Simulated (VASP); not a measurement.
Set up this calculation in VASP 6.6.1, as the native input.

| Quantity | Value |
| --- | --- |
| Task | single point |
| Functional | PBE |
| Potentials or basis | VASP PAW PBE potentials, release 64 (Ba_sv, Ti_sv, O_h) |
| Cutoff | 910 eV |
| k mesh | 8 × 8 × 8 |
| Occupations | fermi-dirac, width 0.02 eV |
| Spin | no spin polarisation |
| Dipole correction | no |
| Further INCAR settings | ALGO = Normal; EDIFF = 1e-06; NBANDS = 28 |

The structure of BaTiO3 lies in POSCAR:

```
BaTiO3
1.0
    2.7699434315      1.5992275858      2.2704180834
   -2.7699434315      1.5992275858      2.2704180834
    0.0000000000     -3.1984551716      2.2704180834
Ba Ti O
1 1 3
Direct
    0.0025509934      0.0025509934      0.0025509934
    0.4986397109      0.4986397109      0.4986397109
    0.5064318393      0.5064318393      0.0072456170
    0.0072456170      0.5064318393      0.5064318393
    0.5064318393      0.0072456170      0.5064318393
```

These files were run (other wordings do the same):

INCAR

```
SYSTEM = BaTiO3
ALGO = Normal ; EDIFF = 1E-6
ENCUT = 910 ; GGA = PE
GGA_COMPAT = .FALSE. ; ISIF = 2
ISMEAR = -1 ; LASPH = .TRUE.
LCHARG = .FALSE. ; LREAL = .FALSE.
LWAVE = .FALSE. ; NBANDS = 28
NELM = 120 ; PREC = Accurate
SIGMA = 0.02
```

KPOINTS

```
k-points
0
G
  8 8 8
  0 0 0
```

Potentials or basis: VASP PAW PBE potentials, release 64 (Ba_sv, Ti_sv, O_h).

Command:

```console
$ cat potpaw_PBE.64/Ba_sv/POTCAR potpaw_PBE.64/Ti_sv/POTCAR potpaw_PBE.64/O_h/POTCAR > POTCAR
$ mpirun -np 1 vasp_std > vasp.out
```

It gave:

```json
{
 "Pressure": "16.2 GPa",
 "Largest force": "0.020 eV/Å",
 "Band gap on the k mesh": "1.92 eV (least direct gap 2.02 eV)"
}
```

Caveat: the cutoff is under 1.25 times the usual one of these potentials, so pressure, stress and relaxed cells hold a basis-set (Pulay) error; the cell stands under pressure; spin-orbit coupling is left out, which moves the levels of the heavy elements.

Run time: 110 s on 1 thread of Intel(R) Xeon(R) 6975P-C (Granite Rapids) (shared host), peak memory 0.42 GiB.
